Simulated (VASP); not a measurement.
A run of VASP 6.6.1 is set up as follows.

File INCAR:

```
SYSTEM = Cu
PREC = Accurate
ENCUT = 600
EDIFF = 1E-8
ISMEAR = -1
SIGMA = 0.15
LREAL = .False.
LASPH = .True.
NELM = 80
ALGO = Fast
ISIF = 3
LWAVE = .False.
LCHARG = .False.
GGA = PS
IBRION = 6
NFREE = 2
POTIM = 0.015
NSW = 1
```

The input KPOINTS:

```
regular mesh
0
Gamma
  20 20 20
  0 0 0
```

POSCAR

```
Cu
1.0
    0.0000000000      1.7820969879      1.7820969879
    1.7820969879      0.0000000000      1.7820969879
    1.7820969879      1.7820969879      0.0000000000
Cu
1
Direct
    0.0000000000      0.0000000000      0.0000000000
```

Potentials or basis: VASP PAW PBE potentials, release 64 (Cu).

Launch:

```sh
$ cat potpaw_PBE.64/Cu/POTCAR > POTCAR
$ mpirun -np 1 vasp_std > vasp.out
```

Q: Predict the elastic constants C11, C12, C44.

A: 209, 147, 96 GPa.

Q: Estimate the Voigt bulk modulus.

A: 168 GPa.

Elastic tensor in Voigt notation (GPa, in the Cartesian axes of the cell as first typed):
```
209 147 147   0   0   0
147 209 147   0   0   0
147 147 209   0   0   0
  0   0   0  96   0   0
  0   0   0   0  96   0
  0   0   0   0   0  96
```

Caveat: the PAW data sets were made with another functional, which shifts forces and pressure a little.
